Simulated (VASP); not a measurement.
Write the native input for VASP 6.6.1 that does the following.

| Item | Value |
| --- | --- |
| Task | single point |
| Functional | PBE |
| Potentials or basis | VASP PAW PBE potentials, release 64 (Pb_d, O) |
| Cutoff | 520 eV |
| k mesh | 8 × 8 × 6 |
| Occupations | gaussian, width 0.05 eV |
| Spin | no spin polarisation |
| Dipole correction | no |
| Further INCAR settings | ALGO = Normal; EDIFF = 1e-07; NBANDS = 28 |

The structure of PbO lies in POSCAR:

```
PbO
1.0
    4.0340160000      0.0000000000      0.0000000000
    0.0000000000      4.0340160000      0.0000000000
    0.0000000000      0.0000000000      5.0973300000
Pb O
2 2
Direct
    0.0000000000      0.5000000000      0.2351000000
    0.5000000000      0.0000000000      0.7649000000
    0.0000000000      0.0000000000      0.0000000000
    0.5000000000      0.5000000000      0.0000000000
```

This cell differs from its parent crystal: strain +0.015 along x and y, +0.015 along z.

These files were run (other wordings do the same):

INCAR

```
SYSTEM = PbO
PREC = Accurate
ENCUT = 520
EDIFF = 1E-7
ISMEAR = 0
SIGMA = 0.05
LREAL = .False.
LASPH = .True.
NELM = 60
ALGO = Normal
ISIF = 2
LWAVE = .False.
LCHARG = .False.
GGA = PE
NBANDS = 28
```

KPOINTS

```
regular mesh
0
Gamma
  8 8 6
  0 0 0
```

Potentials or basis: VASP PAW PBE potentials, release 64 (Pb_d, O).

The run is started by

```sh
$ cat potpaw_PBE.64/Pb_d/POTCAR potpaw_PBE.64/O/POTCAR > POTCAR
$ mpirun -np 1 vasp_std > vasp.out
```

It gave:

| Property | Result |
| --- | --- |
| Pressure | 1.1 GPa |
| Largest force | 0.103 eV/Å |
| Band gap on the k mesh | 1.31 eV (least direct gap 2.19 eV) |

Caveat: the cell differs from its parent crystal (strain +0.015 along x and y, +0.015 along z); spin-orbit coupling is left out, which moves the levels of the heavy elements.

It took 91 s on 1 thread of AMD EPYC 7R13 Processor (Zen 3), with other jobs on the host, peak memory 0.22 GiB.
